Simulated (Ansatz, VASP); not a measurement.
## Two plane-wave programs on AlGa3Ru

```xyz
5
Lattice="4.8030 0.0000 0.0000 0.0000 4.8030 0.0000 0.0000 0.0000 4.8030" Properties=species:S:1:pos:R:3 pbc="T T T"
Al    0.0000    0.0000    0.0000
Ga    0.0000    2.4015    2.4015
Ga    2.4015    0.0000    2.4015
Ga    2.4015    2.4015    0.0000
Ru    2.4015    2.4015    2.4015
```

Alike in both runs: functional PBE; k mesh 8 × 8 × 8; occupations gaussian, width 0.1 eV; no spin polarisation.

Ansatz relaxed the structure, and its values are those at the end. VASP's run is a single point on that final structure, the one shown.

|  | VASP | Ansatz |
| --- | --- | --- |
| version | VASP 6.6.1 | Ansatz 0.2.0 |
| potentials or method | VASP PAW PBE potentials, release 64 (Al, Ga_d, Ru_pv), cutoff 520 eV | scalar-relativistic, plane waves, PAW |
| valence electrons in the cell | 56 | 58 |

VASP gave:

| Item | Value |
| --- | --- |
| gap on the k mesh at the Fermi level (eV) | none |
| pressure (GPa) | 0.2 |

Which values does Ansatz return?

gap on the k mesh at the Fermi level (eV): none; pressure (GPa): 0.0.

A gap of «none» marks a metal or a gap that the smearing closes. VASP's potentials hold 56 valence electrons a cell and Ansatz's 58, so a difference there can come from the potentials and not from the codes.
